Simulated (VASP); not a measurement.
Write the native input for VASP 6.6.1 that does the following.

- Task: single point
- Functional: PBE
- Potentials or basis: VASP PAW PBE potentials, release 64 (Si, Ge_d)
- Cutoff: 520 eV
- k mesh: 6 × 6 × 6
- Occupations: gaussian, width 0.1 eV
- Spin: no spin polarisation
- Dipole correction: no
- Further INCAR settings: ALGO = Normal; EDIFF = 1e-07; NBANDS = 41

The structure of SiGe2 lies in POSCAR:

```
SiGe2
1.0
   -1.9426014337      1.9426014337      6.7543771613
    1.9426014337     -1.9426014337      6.7543771613
    1.9426014337      1.9426014337     -6.7543771613
Si Ge
2 4
Direct
    0.0000000000      0.0000000000      0.0000000000
    0.7500000000      0.2500000000      0.5000000000
    0.4165000000      0.4165000000      0.0000000000
    0.1665000000      0.6665000000      0.5000000000
    0.3335000000      0.8335000000      0.5000000000
    0.5835000000      0.5835000000      0.0000000000
```

The input as run:

INCAR

```
PREC = Accurate
ENCUT = 520
EDIFF = 1E-7
ISMEAR = 0
SIGMA = 0.1
LREAL = F
LASPH = T
NELM = 100
ALGO = Normal
ISIF = 2
LWAVE = F
LCHARG = F
GGA = PE
NBANDS = 41
```

KPOINTS

```
Automatic mesh
0
Gamma
  6 6 6
```

Potentials or basis: VASP PAW PBE potentials, release 64 (Si, Ge_d).

Command:

```bash
$ cat potpaw_PBE.64/Si/POTCAR potpaw_PBE.64/Ge_d/POTCAR > POTCAR
$ mpirun -np 1 vasp_std > vasp.out
```

Results of the run:

```yaml
Pressure: 21.7 GPa
Largest_force: 0.202 eV/Å
Band_gap_on_the_k_mesh: zero (bands 32 and 33 overlap by 1.28 eV)
```

Caveat: the cell stands under pressure.

Run time: 3 min on 1 thread of Intel(R) Xeon(R) 6975P-C (Granite Rapids) (shared host), peak memory 0.42 GiB.
